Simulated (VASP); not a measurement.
# MoS2 (I4_1/amd) in VASP: single point with PBE

Aim: the single point of MoS2 with PBE.

Program: VASP 6.6.1. These are calculated values, not measurements. Logs are shortened: lines on timing, memory, paths and dates and some standing lists are left out, and cuts for length are marked.

## (1) The cell of the first run

Symmetry: I4_1/amd, No. 141, tetragonal system. Conventional cell: a = 4.777 Å, b = 4.777 Å, c = 9.195 Å, α = 90.00°, β = 90.00°, γ = 90.00°. Mo (site symmetry -4m2) has 6 S at 2.39 to 2.45 Å and 4 Mo at 3.32 Å within 3.4 Å. S (site symmetry 2mm) has 3 Mo at 2.39 to 2.45 Å and 12 S at 3.11 to 3.53 Å within 3.6 Å.

The cell was generated, and may not be a known phase.

## (2) Single point, PBE

Input file INCAR:

```
SYSTEM = MoS2
  ALGO = Normal
  EDIFF = 1E-6
  ENCUT = 520
  GGA = PE
  ISIF = 2
  ISMEAR = 0
  LASPH = .TRUE.
  LCHARG = .FALSE.
  LREAL = .FALSE.
  LWAVE = .FALSE.
  NBANDS = 35
  NELM = 100
  PREC = Accurate
  SIGMA = 0.1
```

Input file KPOINTS:

```
k-points
0
G
  12 12 12
  0 0 0
```

Input file POSCAR:

```
MoS2
1.0
   -2.3887228024      2.3887228024      4.5976820319
    2.3887228024     -2.3887228024      4.5976820319
    2.3887228024      2.3887228024     -4.5976820319
Mo S
2 4
Direct
    0.5000000000      0.5000000000      0.0000000000
    0.2500000000      0.7500000000      0.5000000000
    0.2333739910      0.2333739910      0.0000000000
    0.9833739910      0.4833739910      0.5000000000
    0.5166260090      0.0166260090      0.5000000000
    0.7666260090      0.7666260090      0.0000000000
```

Potentials or basis: VASP PAW PBE potentials, release 64 (Mo_sv, S).

Launch:

```console
> cat potpaw_PBE.64/Mo_sv/POTCAR potpaw_PBE.64/S/POTCAR > POTCAR
> mpirun -np 1 vasp_std > vasp.out
```

OUTCAR:

```text
SYSTEM = MoS2
   EDIFF = 1E-6
   ENCUT = 520
   GGA = PE
   ISIF = 2
   ISMEAR = 0
   LASPH = .TRUE.
   LREAL = .FALSE.
   NELM = 100
   PREC = Accurate

 ion  position               nearest neighbor table
   1  0.500  0.500  0.000-   5 2.39   4 2.39   5 2.39   4 2.39   3 2.45   6 2.45   2 3.32   2 3.32
                             2 3.32   2 3.32
   2  0.250  0.750  0.500-   6 2.39   3 2.39   6 2.39   3 2.39   4 2.45   5 2.45   1 3.32   1 3.32
                             1 3.32   1 3.32
   3  0.233  0.233  0.000-   2 2.39   2 2.39   1 2.45
   4  0.983  0.483  0.500-   1 2.39   1 2.39   2 2.45
   5  0.517  0.017  0.500-   1 2.39   1 2.39   2 2.45
   6  0.767  0.767  0.000-   2 2.39   2 2.39   1 2.45

  LATTYP: Found a body centered tetragonal cell.
 ALAT       =     4.7774456048
 C/A-ratio  =     1.9247449002

  Lattice vectors:

 A1 = (  -2.3887228024,   2.3887228024,   4.5976820319)
 A2 = (   2.3887228024,  -2.3887228024,   4.5976820319)
 A3 = (   2.3887228024,   2.3887228024,  -4.5976820319)

Analysis of symmetry for initial positions (statically):
=====================================================================
 Subroutine PRICEL returns:
 Original cell was already a primitive cell.

 Routine SETGRP: Setting up the symmetry group for a
 body centered tetragonal supercell.

 Subroutine GETGRP returns: Found 16 space group operations
 (whereof  8 operations were pure point group operations)
 out of a pool of 16 trial point group operations.

The static configuration has the point symmetry D_2d.
 The point group associated with its full space group is D_4h.

Analysis of symmetry for dynamics (positions and initial velocities):
=====================================================================
 Subroutine PRICEL returns:
 Original cell was already a primitive cell.

 Routine SETGRP: Setting up the symmetry group for a
 body centered tetragonal supercell.

 Subroutine GETGRP returns: Found 16 space group operations
 (whereof  8 operations were pure point group operations)
 out of a pool of 16 trial point group operations.

The dynamic configuration has the point symmetry D_2d.
 The point group associated with its full space group is D_4h.

 Subroutine INISYM returns: Found 16 space group operations
 (whereof  8 operations are pure point group operations),
 and found     1 'primitive' translations

----------------------------------------------------------------------------------------

                                     Primitive cell

  volume of cell :     104.9374

  direct lattice vectors                    reciprocal lattice vectors
    -2.388722802  2.388722802  4.597682032     0.000000000  0.209316878  0.108750452
     2.388722802 -2.388722802  4.597682032     0.209316878  0.000000000  0.108750452
     2.388722802  2.388722802 -4.597682032     0.209316878  0.209316878  0.000000000

  length of vectors
     5.705319739  5.705319739  5.705319739     0.235881785  0.235881785  0.296018768

  position of ions in fractional coordinates (direct lattice)
     0.500000000  0.500000000  0.000000000
     0.250000000  0.750000000  0.500000000
     0.233373991  0.233373991  0.000000000
     0.983373991  0.483373991  0.500000000
     0.516626009  0.016626009  0.500000000
     0.766626009  0.766626009  0.000000000

  ion indices of the primitive-cell ions
   primitive index   ion index
                 1           1
                 2           2
                 3           3
                 4           4
                 5           5
                 6           6

----------------------------------------------------------------------------------------

 KPOINTS: k-points

Automatic generation of k-mesh.
 Grid dimensions read from file:
 generate k-points for:   12   12   12

 Generating k-lattice:

  Cartesian coordinates                     Fractional coordinates (reciprocal lattice)
     0.000000000  0.017443073  0.009062538     0.083333333  0.000000000  0.000000000
     0.017443073  0.000000000  0.009062538     0.000000000  0.083333333  0.000000000
     0.017443073  0.017443073  0.000000000     0.000000000  0.000000000  0.083333333

  Length of vectors
     0.019656815  0.019656815  0.024668231

  Shift w.r.t. Gamma in fractional coordinates (k-lattice)
     0.000000000  0.000000000  0.000000000

 Subroutine IBZKPT returns following result:
 ===========================================

 Found    163 irreducible k-points:

 Following reciprocal coordinates:
            Coordinates               Weight
  0.000000  0.000000  0.000000      1.000000
  0.083333 -0.000000  0.000000      8.000000
  0.166667  0.000000  0.000000      8.000000
  0.250000 -0.000000  0.000000      8.000000
  0.333333 -0.000000  0.000000      8.000000
  0.416667  0.000000 -0.000000      8.000000
[... 16 lines left out ...]
  0.500000  0.166667  0.000000     16.000000
 -0.416667  0.166667  0.000000     16.000000
 [... further k-points ...]
   k-points           NKPTS =    163   k-points in BZ     NKDIM =    163   number of bands    NBANDS=     35
   number of dos      NEDOS =    301   number of ions     NIONS =      6
   total plane-waves  NPLWV =  74088
   dimension x,y,z NGX =    42 NGY =   42 NGZ =   42
   dimension x,y,z NGXF=    84 NGYF=   84 NGZF=   84
   ions per type =               2   4
   NGX,Y,Z   is equivalent  to a cutoff of  12.24, 12.24, 12.24 a.u.
   NGXF,Y,Z  is equivalent  to a cutoff of  24.48, 24.48, 24.48 a.u.
 SYSTEM =  MoS2
   PREC   = accura    normal or accurate (medium, high low for compatibility)
   ISTART =      0    job   : 0-new  1-cont  2-samecut
   ICHARG =      2    charge: 1-file 2-atom 10-const
   ISPIN  =      1    spin polarized calculation?
   LNONCOLLINEAR =      F non collinear calculations
   LSORBIT =      F    spin-orbit coupling
   LASPH  =      T    aspherical Exc in radial PAW
   ENCUT  =  520.0 eV  38.22 Ry    6.18 a.u.  10.61 10.61 10.61*2*pi/ulx,y,z
   NELM   =    100;   NELMIN=  2; NELMDL= -5     # of ELM steps
   EDIFF  = 0.1E-05   stopping-criterion for ELM
   LREAL  =      F    real-space projection
   EDIFFG = 0.1E-04   stopping-criterion for IOM
   NSW    =      0    number of steps for IOM
   IBRION =     -1    ionic relax: 0-MD 1-quasi-New 2-CG
   NFREE  =      0    steps in history (QN), initial steepest desc. (CG)
   ISIF   =      2    stress and relaxation
   ISYM   =      2    0-nonsym 1-usesym 2-fastsym
   POTIM  = 0.5000    time-step for ionic-motion
   TEBEG  =    0.0;   TEEND  =   0.0 temperature during run
   PSTRESS=    0.0 pullay stress
   NELECT =      52.0000    total number of electrons
   NUPDOWN=      -1.0000    fix difference up-down
   EMIN   =  10.00;   EMAX   =-10.00  energy-range for DOS
   EFERMI =   0.00;   METHOD = LEGACY
   ISMEAR =     0;   SIGMA  =   0.10  broadening in eV -4-tet -1-fermi 0-gaus
   EFERMI_NEDOS =   21; number of points for ismear=-14 and -15
   IALGO  =     38    algorithm
   IMIX   =      4    mixing-type and parameters
     AMIX     =   0.40;   BMIX     =  1.00
     AMIX_MAG =   1.60;   BMIX_MAG =  1.00
  volume/ion in A,a.u.               =      17.49       118.03
  Fermi-wavevector in a.u.,A,eV,Ry     =   1.295485  2.448112 22.834413  1.678282
  Thomas-Fermi vector in A             =   2.427002
   LORBIT       =      0    0 simple, 1 ext, 2 COOP (PROOUT), +10 PAW based schemes
   GGA     = PE    functional components
   LHFCALC =     F    Hartree Fock is set to
   AEXX    =    0.0000 exact exchange contribution
   IVDW    =     0    specifies the selected vdW correction
   LEPSILON=     F    determine dielectric tensor
   LRPA    =     F    only Hartree local field effects (RPA)
 non-spin polarized calculation
 Gauss-broadening in eV      SIGMA  =   0.10
  energy-cutoff  :      520.00
  volume of cell :      104.94
 maximum number of plane-waves:      2853
   NGX = 21   NGY = 21   NGZ = 21

 number of electron      52.0000003 magnetization

 Free energy of the ion-electron system (eV)
  ---------------------------------------------------
  ext. energy  EPLUGINS =         0.00000000
  ---------------------------------------------------
  free energy    TOTEN  =       -40.29305792 eV

  energy without entropy =      -40.27363683  energy(sigma->0) =      -40.28334737

 E-fermi :   7.9803     XC(G=0): -11.0632

 val. band max:        7.9791013189   @ k =  -0.3333   0.3333   0.2500
 cond. band min:       7.9846796377   @ k =  -0.2500   0.4167   0.2500
 fundamental gap:      0.0055783188
 Fermi energy:         7.9803228375

 k-point     1 :       0.0000    0.0000    0.0000
  band No.  band energies     occupation
      1     -53.9662      2.00000
      2     -53.9446      2.00000
      3     -28.1116      2.00000
      4     -28.1116      2.00000
      5     -28.0935      2.00000
      6     -28.0508      2.00000
[... 27 lines left out ...]
     34      10.2686      0.00000
     35      12.8529      0.00000

 k-point     2 :       0.0833   -0.0000    0.0000
  band No.  band energies     occupation
      1     -53.9660      2.00000
      2     -53.9448      2.00000
      3     -28.1123      2.00000
      4     -28.1122      2.00000
      5     -28.0955      2.00000
      6     -28.0502      2.00000
[... 27 lines left out ...]
     34      10.3624      0.00000
     35      13.0256      0.00000

 k-point     3 :       0.1667    0.0000    0.0000
  band No.  band energies     occupation
      1     -53.9651      2.00000
      2     -53.9456      2.00000
      3     -28.1141      2.00000
      4     -28.1136      2.00000
      5     -28.1005      2.00000
      6     -28.0488      2.00000
[... 27 lines left out ...]
     34      10.6642      0.00000
     35      13.5450      0.00000
[... 723 lines left out ...]
 k-point    23 :       0.5000    0.1667    0.0000
  band No.  band energies     occupation
      1     -53.9599      2.00000
      2     -53.9506      2.00000
      3     -28.1284      2.00000
      4     -28.1240      2.00000
      5     -28.1059      2.00000
      6     -28.0574      2.00000
[... 27 lines left out ...]
     34      12.2993      0.00000
     35      14.6203      0.00000

 k-point    24 :      -0.4167    0.1667    0.0000
  band No.  band energies     occupation
      1     -53.9610      2.00000
      2     -53.9495      2.00000
      3     -28.1257      2.00000
      4     -28.1235      2.00000
      5     -28.1069      2.00000
      6     -28.0583      2.00000
[... 27 lines left out ...]
     34      12.0027      0.00000
     35      14.5215      0.00000

 [... further k-points ...]

------------------------ aborting loop because EDIFF is reached ----------------------------------------

  FORCE on cell =-STRESS in cart. coord.  units (eV):
  Direction    XX          YY          ZZ          XY          YZ          ZX
  --------------------------------------------------------------------------------------
  -------------------------------------------------------------------------------------
  Total       -0.0182381     -0.0182381     -0.0289718      0.0000000      0.0000000      0.0000000
  in kB       -0.2784586     -0.2784586     -0.4423388      0.0000000      0.0000000      0.0000000
  external PRESSURE =      -0.3330854 kB  Pullay stress =       0.0000000 kB

 VOLUME and BASIS-vectors are now :
 -----------------------------------------------------------------------------
  energy-cutoff  :      520.00
  volume of cell :      104.94
      direct lattice vectors                 reciprocal lattice vectors
    -2.388722802  2.388722802  4.597682032     0.000000000  0.209316878  0.108750452
     2.388722802 -2.388722802  4.597682032     0.209316878  0.000000000  0.108750452
     2.388722802  2.388722802 -4.597682032     0.209316878  0.209316878  0.000000000

 POSITION                                       TOTAL-FORCE (eV/Angst)
 -----------------------------------------------------------------------------------
      0.00000      0.00000      4.59768         0.000000      0.000000      0.000000
      2.38872      0.00000      2.29884         0.000000      0.000000      0.000000
      0.00000      0.00000      2.14596         0.000000     -0.000000      0.000090
      0.00000      2.38872      4.44480        -0.000000      0.000000      0.000090
      0.00000      2.38872      0.15288        -0.000000      0.000000     -0.000090
      0.00000      0.00000      7.04941         0.000000     -0.000000     -0.000090
 -----------------------------------------------------------------------------------
    total drift:                               -0.000000      0.000000     -0.000000

  FREE ENERGIE OF THE ION-ELECTRON SYSTEM (eV)
  ---------------------------------------------------
  free  energy   TOTEN  =       -40.2930579184 eV

  energy  without entropy=      -40.2736368254  energy(sigma->0) =      -40.28334737
```

It took 6.3 min on 1 thread of AMD EPYC 9R45 (Zen 5), shared host; peak memory 0.55 GiB.

What came out:

| Property | Result |
| --- | --- |
| Free energy | -40.2931 eV |
| Pressure | 0.0 GPa |
| Band gap on the k mesh | zero (bands 26 and 27 overlap by 2.08 eV) |

Levels at points of the mesh, in eV from the Fermi level:
| k point | band 24 | band 25 | band 26 | band 27 | band 28 | band 29 |
| --- | --- | --- | --- | --- | --- | --- |
| (0.00, 0.00, 0.00) | -1.17 | -0.87 | -0.59 | -0.48 | -0.48 | -0.18 |
| (0.50, 0.00, 0.00) | -1.33 | -1.14 | -0.10 | 0.26 | 0.28 | 0.89 |
| (0.50, 0.50, 0.00) | -1.11 | 0.26 | 0.26 | 1.18 | 1.18 | 1.32 |
| (0.50, 0.50, 0.50) | -1.75 | -1.74 | -1.74 | -1.51 | -1.51 | -0.14 |
